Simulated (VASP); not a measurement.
# KF (R-3m) in VASP: a series of runs

The runs below take KF through single point, with PBE.

Program: VASP 6.6.1. These are calculated values, not measurements. Logs are shortened: lines on timing, memory, paths and dates and some standing lists are left out, and cuts for length are marked.

## (1) The cell of the first run

The structure is trigonal, space group R-3m (No. 166). The conventional cell has a = 3.752 Å, b = 3.752 Å, c = 9.800 Å, α = 90.00°, β = 90.00°, γ = 120.00°. Within 3.6 Å of K (site symmetry -3m) lie 6 F at 2.71 Å. Within 3.6 Å of F (site symmetry -3m) lie 6 K at 2.71 Å.

## (2) Single point, PBE (19.91 Å³/atom)

Input file INCAR:

```
SYSTEM = KF
ALGO = Normal
EDIFF = 1E-6
ENCUT = 520
GGA = PE
ISIF = 2
ISMEAR = 0
LASPH = .True.
LCHARG = .False.
LREAL = .False.
LWAVE = .False.
NBANDS = 15
NELM = 80
PREC = Accurate
SIGMA = 0.05
```

Input file KPOINTS:

```
k-points
0
Gamma
  8 8 8
  0 0 0
```

Input file POSCAR:

```
KF
1.0
    0.1170960558      2.7703299492      2.7703299492
    2.7703299492      0.1170960558      2.7703299492
    2.7703299492      2.7703299492      0.1170960558
K F
1 1
Direct
    0.0000000000      0.0000000000      0.0000000000
    0.5000000000      0.5000000000      0.5000000000
```

Potentials or basis: VASP PAW PBE potentials, release 64 (K_sv, F).

Launch:

```
> cat potpaw_PBE.64/K_sv/POTCAR potpaw_PBE.64/F/POTCAR > POTCAR
> mpirun -np 1 vasp_std > vasp.out
```

OUTCAR:

```text
SYSTEM = KF
   EDIFF = 1E-6
   ENCUT = 520
   GGA = PE
   ISIF = 2
   ISMEAR = 0
   LASPH = .True.
   LREAL = .False.
   NELM = 80
   PREC = Accurate

 ion  position               nearest neighbor table
   1  0.000  0.000  0.000-   2 2.71   2 2.71   2 2.71   2 2.71   2 2.71   2 2.71
   2  0.500  0.500  0.500-   1 2.71   1 2.71   1 2.71   1 2.71   1 2.71   1 2.71

  LATTYP: Found a trigonal (rhomboedric) cell.
 ALAT       =     3.9195876749
 COS(alpha) =     0.5417839404

  Lattice vectors:

 A1 = (   0.1170960558,   2.7703299492,   2.7703299492)
 A2 = (   2.7703299492,   0.1170960558,   2.7703299492)
 A3 = (   2.7703299492,   2.7703299492,   0.1170960558)

Analysis of symmetry for initial positions (statically):
=====================================================================
 Subroutine PRICEL returns:
 Original cell was already a primitive cell.

 Routine SETGRP: Setting up the symmetry group for a
 trigonal (rhombohedral) supercell.

 Subroutine GETGRP returns: Found 12 space group operations
 (whereof 12 operations were pure point group operations)
 out of a pool of 12 trial point group operations.

The static configuration has the point symmetry D_3d.

Analysis of symmetry for dynamics (positions and initial velocities):
=====================================================================
 Subroutine PRICEL returns:
 Original cell was already a primitive cell.

 Routine SETGRP: Setting up the symmetry group for a
 trigonal (rhombohedral) supercell.

 Subroutine GETGRP returns: Found 12 space group operations
 (whereof 12 operations were pure point group operations)
 out of a pool of 12 trial point group operations.

The dynamic configuration has the point symmetry D_3d.

 Subroutine INISYM returns: Found 12 space group operations
 (whereof 12 operations are pure point group operations),
 and found     1 'primitive' translations

----------------------------------------------------------------------------------------

                                     Primitive cell

  volume of cell :      39.8286

  direct lattice vectors                    reciprocal lattice vectors
     0.117096056  2.770329949  2.770329949    -0.192349524  0.184549023  0.184549023
     2.770329949  0.117096056  2.770329949     0.184549023 -0.192349524  0.184549023
     2.770329949  2.770329949  0.117096056     0.184549023  0.184549023 -0.192349524

  length of vectors
     3.919587675  3.919587675  3.919587675     0.324214471  0.324214471  0.324214471

  position of ions in fractional coordinates (direct lattice)
     0.000000000  0.000000000  0.000000000
     0.500000000  0.500000000  0.500000000

  ion indices of the primitive-cell ions
   primitive index   ion index
                 1           1
                 2           2

----------------------------------------------------------------------------------------

 KPOINTS: k-points

Automatic generation of k-mesh.
 Grid dimensions read from file:
 generate k-points for:    8    8    8

 Generating k-lattice:

  Cartesian coordinates                     Fractional coordinates (reciprocal lattice)
    -0.024043691  0.023068628  0.023068628     0.125000000  0.000000000 -0.000000000
     0.023068628 -0.024043691  0.023068628     0.000000000  0.125000000 -0.000000000
     0.023068628  0.023068628 -0.024043691     0.000000000  0.000000000  0.125000000

  Length of vectors
     0.040526809  0.040526809  0.040526809

  Shift w.r.t. Gamma in fractional coordinates (k-lattice)
     0.000000000  0.000000000  0.000000000

 Subroutine IBZKPT returns following result:
 ===========================================

 Found     65 irreducible k-points:

 Following reciprocal coordinates:
            Coordinates               Weight
  0.000000  0.000000  0.000000      1.000000
  0.125000  0.000000 -0.000000      6.000000
  0.250000  0.000000 -0.000000      6.000000
  0.375000  0.000000  0.000000      6.000000
  0.500000  0.000000 -0.000000      3.000000
  0.125000  0.125000 -0.000000      6.000000
[... 16 lines left out ...]
  0.250000  0.125000  0.125000      6.000000
  0.375000  0.125000  0.125000      6.000000
 [... further k-points ...]
   k-points           NKPTS =     65   k-points in BZ     NKDIM =     65   number of bands    NBANDS=     15
   number of dos      NEDOS =    301   number of ions     NIONS =      2
   total plane-waves  NPLWV =  27000
   dimension x,y,z NGX =    30 NGY =   30 NGZ =   30
   dimension x,y,z NGXF=    60 NGYF=   60 NGZF=   60
   ions per type =               1   1
   NGX,Y,Z   is equivalent  to a cutoff of  12.72, 12.72, 12.72 a.u.
   NGXF,Y,Z  is equivalent  to a cutoff of  25.45, 25.45, 25.45 a.u.
 SYSTEM =  KF
   PREC   = accura    normal or accurate (medium, high low for compatibility)
   ISTART =      0    job   : 0-new  1-cont  2-samecut
   ICHARG =      2    charge: 1-file 2-atom 10-const
   ISPIN  =      1    spin polarized calculation?
   LNONCOLLINEAR =      F non collinear calculations
   LSORBIT =      F    spin-orbit coupling
   LASPH  =      T    aspherical Exc in radial PAW
   ENCUT  =  520.0 eV  38.22 Ry    6.18 a.u.   7.29  7.29  7.29*2*pi/ulx,y,z
   NELM   =     80;   NELMIN=  2; NELMDL= -5     # of ELM steps
   EDIFF  = 0.1E-05   stopping-criterion for ELM
   LREAL  =      F    real-space projection
   EDIFFG = 0.1E-04   stopping-criterion for IOM
   NSW    =      0    number of steps for IOM
   IBRION =     -1    ionic relax: 0-MD 1-quasi-New 2-CG
   NFREE  =      0    steps in history (QN), initial steepest desc. (CG)
   ISIF   =      2    stress and relaxation
   ISYM   =      2    0-nonsym 1-usesym 2-fastsym
   POTIM  = 0.5000    time-step for ionic-motion
   TEBEG  =    0.0;   TEEND  =   0.0 temperature during run
   PSTRESS=    0.0 pullay stress
   NELECT =      16.0000    total number of electrons
   NUPDOWN=      -1.0000    fix difference up-down
   EMIN   =  10.00;   EMAX   =-10.00  energy-range for DOS
   EFERMI =   0.00;   METHOD = LEGACY
   ISMEAR =     0;   SIGMA  =   0.05  broadening in eV -4-tet -1-fermi 0-gaus
   EFERMI_NEDOS =   21; number of points for ismear=-14 and -15
   IALGO  =     38    algorithm
   IMIX   =      4    mixing-type and parameters
     AMIX     =   0.40;   BMIX     =  1.00
     AMIX_MAG =   1.60;   BMIX_MAG =  1.00
  volume/ion in A,a.u.               =      19.91       134.39
  Fermi-wavevector in a.u.,A,eV,Ry     =   1.207952  2.282699 19.852919  1.459148
  Thomas-Fermi vector in A             =   2.343574
   LORBIT       =      0    0 simple, 1 ext, 2 COOP (PROOUT), +10 PAW based schemes
   GGA     = PE    functional components
   LHFCALC =     F    Hartree Fock is set to
   AEXX    =    0.0000 exact exchange contribution
   IVDW    =     0    specifies the selected vdW correction
   LEPSILON=     F    determine dielectric tensor
   LRPA    =     F    only Hartree local field effects (RPA)
 non-spin polarized calculation
 Gauss-broadening in eV      SIGMA  =   0.05
  energy-cutoff  :      520.00
  volume of cell :       39.83
 maximum number of plane-waves:      1083
 NGX is ok and might be reduce to    30
   NGX = 15   NGY = 15   NGZ = 15

 number of electron      15.9999998 magnetization

 Free energy of the ion-electron system (eV)
  ---------------------------------------------------
  ext. energy  EPLUGINS =         0.00000000
  ---------------------------------------------------
  free energy    TOTEN  =        -8.28929898 eV

  energy without entropy =       -8.28929898  energy(sigma->0) =       -8.28929898

 E-fermi :  -2.6321     XC(G=0):  -8.2136

 val. band max:       -2.8778053082   @ k =   0.0000   0.0000   0.0000
 cond. band min:       3.0226372516   @ k =   0.0000   0.0000   0.0000
 fundamental gap:      5.9004425598
 Fermi energy:        -2.6320675384

 k-point     1 :       0.0000    0.0000    0.0000
  band No.  band energies     occupation
      1     -29.1928      2.00000
      2     -21.5379      2.00000
      3     -12.4831      2.00000
      4     -12.4625      2.00000
      5     -12.4625      2.00000
      6      -2.9475      2.00000
      7      -2.8778      2.00000
      8      -2.8778      2.00000
      9       3.0226      0.00000
     10       7.2569      0.00000
     11       7.8176      0.00000
     12       7.8176      0.00000
     13       9.2857      0.00000
     14       9.2857      0.00000
     15      13.7301      0.00000

 k-point     2 :       0.1250    0.0000   -0.0000
  band No.  band energies     occupation
      1     -29.1808      2.00000
      2     -21.5469      2.00000
      3     -12.5075      2.00000
      4     -12.4838      2.00000
      5     -12.4710      2.00000
      6      -3.0276      2.00000
      7      -2.9859      2.00000
      8      -2.9246      2.00000
      9       3.4538      0.00000
     10       7.3800      0.00000
     11       7.6170      0.00000
     12       8.0472      0.00000
     13       9.3876      0.00000
     14       9.4057      0.00000
     15      14.4986      0.00000

 k-point     3 :       0.2500    0.0000   -0.0000
  band No.  band energies     occupation
      1     -29.1517      2.00000
      2     -21.5681      2.00000
      3     -12.6124      2.00000
      4     -12.4915      2.00000
      5     -12.4879      2.00000
      6      -3.3076      2.00000
      7      -3.1174      2.00000
      8      -3.0351      2.00000
      9       4.5365      0.00000
     10       7.0700      0.00000
     11       8.0345      0.00000
     12       8.6107      0.00000
     13       9.7357      0.00000
     14       9.8020      0.00000
     15      15.4667      0.00000
[... 343 lines left out ...]
 k-point    23 :       0.2500    0.1250    0.1250
  band No.  band energies     occupation
      1     -29.1673      2.00000
      2     -21.5620      2.00000
      3     -12.5291      2.00000
      4     -12.5243      2.00000
      5     -12.4646      2.00000
      6      -3.2294      2.00000
      7      -3.0085      2.00000
      8      -2.9446      2.00000
      9       4.0004      0.00000
     10       6.9757      0.00000
     11       8.1705      0.00000
     12       8.2209      0.00000
     13       9.6347      0.00000
     14       9.6650      0.00000
     15      15.1346      0.00000

 k-point    24 :       0.3750    0.1250    0.1250
  band No.  band energies     occupation
      1     -29.1386      2.00000
      2     -21.5792      2.00000
      3     -12.6445      2.00000
      4     -12.5406      2.00000
      5     -12.4854      2.00000
      6      -3.4240      2.00000
      7      -3.1129      2.00000
      8      -3.0652      2.00000
      9       5.0844      0.00000
     10       6.8670      0.00000
     11       8.3882      0.00000
     12       8.8159      0.00000
     13       9.9962      0.00000
     14      10.2693      0.00000
     15      14.6292      0.00000

 [... further k-points ...]
[... 5 lines left out ...]
  --------------------------------------------------------------------------------------
  -------------------------------------------------------------------------------------
  Total       -0.0140997     -0.0140997     -0.0140997     -0.1627161     -0.1627161     -0.1627161
  in kB       -0.5671867     -0.5671867     -0.5671867     -6.5455465     -6.5455465     -6.5455465
  external PRESSURE =      -0.5671867 kB  Pullay stress =       0.0000000 kB

 VOLUME and BASIS-vectors are now :
 -----------------------------------------------------------------------------
  energy-cutoff  :      520.00
  volume of cell :       39.83
      direct lattice vectors                 reciprocal lattice vectors
     0.117096056  2.770329949  2.770329949    -0.192349524  0.184549023  0.184549023
     2.770329949  0.117096056  2.770329949     0.184549023 -0.192349524  0.184549023
     2.770329949  2.770329949  0.117096056     0.184549023  0.184549023 -0.192349524

 POSITION                                       TOTAL-FORCE (eV/Angst)
 -----------------------------------------------------------------------------------
      0.00000      0.00000      0.00000         0.000000      0.000000     -0.000000
      2.82888      2.82888      2.82888        -0.000000      0.000000      0.000000
 -----------------------------------------------------------------------------------
    total drift:                                0.000000      0.000000      0.000000

  FREE ENERGIE OF THE ION-ELECTRON SYSTEM (eV)
  ---------------------------------------------------
  free  energy   TOTEN  =        -8.2892989818 eV

  energy  without entropy=       -8.2892989818  energy(sigma->0) =       -8.28929898
```

Run time: 62 s. Hardware: 1 thread of Intel Xeon 8259CL, shared host; peak memory 0.19 GiB.

What came out:

* Free energy: -8.2893 eV
* Pressure: -0.1 GPa
* Band gap on the k mesh: 5.90 eV

A k mesh can miss the band edges.

## (3) Single point, PBE (19.91 Å³/atom)

Input file INCAR:

```
PREC = Accurate ; ENCUT = 520
EDIFF = 1E-6 ; ISMEAR = 0
SIGMA = 0.05 ; LREAL = F
LASPH = T ; NELM = 100
ALGO = Normal ; ISIF = 2
LWAVE = F ; LCHARG = F
GGA = PE ; NBANDS = 15
```

Input file KPOINTS:

```
regular mesh
0
Gamma
  8 8 8
```

Input file POSCAR:

```
KF
1.0
   -0.1146401094      2.6544446581      2.6544446581
    2.6544446581     -0.1146401094      2.6544446581
    2.6544446581      2.6544446581     -0.1146401094
K F
1 1
Direct
    0.0000000000      0.0000000000      0.0000000000
    0.5000000000      0.5000000000      0.5000000000
```

Potentials or basis: VASP PAW PBE potentials, release 64 (K_sv, F).

Launch:

```
> cat potpaw_PBE.64/K_sv/POTCAR potpaw_PBE.64/F/POTCAR > POTCAR
> mpirun -np 1 vasp_std > vasp.out
```

Run time: 62 s. Hardware: 1 thread of Intel Xeon 8259CL, shared host; peak memory 0.18 GiB.

The run converged. Its results:

```yaml
Free_energy: -8.2909 eV
Pressure: -0.1 GPa
Band_gap_on_the_k_mesh: 5.89 eV
```

Stress tensor (GPa, compression positive):
```
-0.05  0.50  0.50
 0.50 -0.05  0.50
 0.50  0.50 -0.05
```

Levels at points of the mesh, in eV from the valence-band top:
```tsv
k point	band 6	band 7	band 8	band 9	band 10	band 11
(0.00, 0.00, 0.00)	-0.06	-0.06	0.00	5.89	10.28	10.28
(0.50, 0.00, 0.00)	-0.79	-0.37	-0.28	8.77	10.18	11.49
(0.50, 0.50, 0.00)	-0.28	-0.13	-0.08	8.11	9.99	11.43
(0.50, 0.50, 0.50)	-0.78	-0.42	-0.42	8.97	10.43	11.87
```

A k mesh can miss the band edges.

## (4) Single point, PBE (20.23 Å³/atom)

This run uses another cell than the first one, of 20.23 Å³/atom.

Input file INCAR:

```
SYSTEM = KF
  PREC = Accurate
  ENCUT = 520
  EDIFF = 1E-6
  ISMEAR = 0
  SIGMA = 0.05
  LREAL = .False.
  LASPH = .True.
  NELM = 80
  ALGO = Normal
  ISIF = 2
  LWAVE = .False.
  LCHARG = .False.
  GGA = PE
  NBANDS = 15
```

Input file KPOINTS:

```
regular mesh
0
Gamma
  8 8 8
  0 0 0
```

Input file POSCAR:

```
KF
1.0
    0.1476858902      2.8007258335      2.8007258335
    2.8007258335      0.1476858902      2.8007258335
    2.8007258335      2.8007258335      0.1476858902
K F
1 1
Direct
    0.0000000000      0.0000000000      0.0000000000
    0.5000000000      0.5000000000      0.5000000000
```

Launch:

```
> cat potpaw_PBE.64/K_sv/POTCAR potpaw_PBE.64/F/POTCAR > POTCAR
> mpirun -np 1 vasp_std > vasp.out
```

Wall time 69 s (1 thread of Intel Xeon 8259CL, shared host); peak memory 0.19 GiB.

The run converged. Its results:

- Free energy: -8.2828 eV
- Pressure: -0.5 GPa
- Band gap on the k mesh: 5.80 eV

Stress tensor (GPa, compression positive):
```
-0.54 -0.85 -0.85
-0.85 -0.54 -0.85
-0.85 -0.85 -0.54
```

Levels at points of the mesh, in eV from the valence-band top:
```csv
k point,band 5,band 6,band 7,band 8,band 9,band 10,band 11,band 12
"(0.00, 0.00, 0.00)",-9.66,-0.09,0.00,0.00,5.80,9.99,10.66,10.66
"(0.50, 0.00, 0.00)",-9.69,-0.77,-0.42,-0.30,8.81,10.20,11.44,12.09
"(0.50, 0.50, 0.00)",-9.83,-0.28,-0.14,-0.07,8.08,9.89,11.31,13.16
"(0.50, 0.50, 0.50)",-9.68,-0.78,-0.24,-0.24,8.52,9.92,11.62,11.62
```

## (5) The runs side by side

| cell | gap on the mesh (eV) | pressure (GPa) |
| --- | --- | --- |
| a = 3.920 Å, angles 57.2°, 2 atoms | 5.90 | -0.1 |
| a = 3.756 Å, angles 62.8°, 2 atoms | 5.89 | -0.1 |
| a = 3.964 Å, angles 56.5°, 2 atoms | 5.80 | -0.5 |

Alike in all rows: task single point; level PBE; potentials or basis VASP PAW PBE potentials, release 64 (K_sv, F); no spin polarisation; k mesh 8 × 8 × 8; cutoff (eV) 520; smearing gaussian 0.05 eV.

Total energies depend on the potentials used, so only differences within one code and one set of settings carry meaning.
